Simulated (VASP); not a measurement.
A run of VASP 6.6.1:

The input INCAR:

```
PREC     = Accurate       # precision mode
ENCUT    = 520            # plane-wave cutoff, eV
EDIFF    = 1E-7           # SCF threshold, eV
ISMEAR   = -1             # smearing method
SIGMA    = 0.08           # smearing width, eV
LREAL    = False          # projectors in reciprocal space
LASPH    = True           # aspherical terms in the spheres
NELM     = 80             # most SCF steps
ALGO     = Normal         # electronic algorithm
ISIF     = 2              # what is computed and relaxed
LWAVE    = False          # write WAVECAR
LCHARG   = False          # write CHGCAR
GGA      = PE             # functional
NBANDS   = 18             # bands
```

File KPOINTS:

```
Automatic mesh
0
Gamma
  17 17 17
```

The input POSCAR:

```
Yb
1.0
    0.0000000000      1.9377939063      1.9377939063
    1.9377939063      0.0000000000      1.9377939063
    1.9377939063      1.9377939063      0.0000000000
Yb
1
Direct
    0.0000000000      0.0000000000      0.0000000000
```

Potentials or basis: VASP PAW PBE potentials, release 64 (Yb).

The run is started by

```sh
$ cat potpaw_PBE.64/Yb/POTCAR > POTCAR
$ mpirun -np 1 vasp_std > vasp.out
```

Hardware: 1 thread of Intel(R) Xeon(R) 6975P-C (Granite Rapids), on a shared host.

Problem. How long does it take, and how much memory?

Solution. Wall time 40 s on 1 thread of Intel(R) Xeon(R) 6975P-C (Granite Rapids), with other jobs on the host, peak memory 0.17 GiB. Counts: scf iterations 22, k points 165.
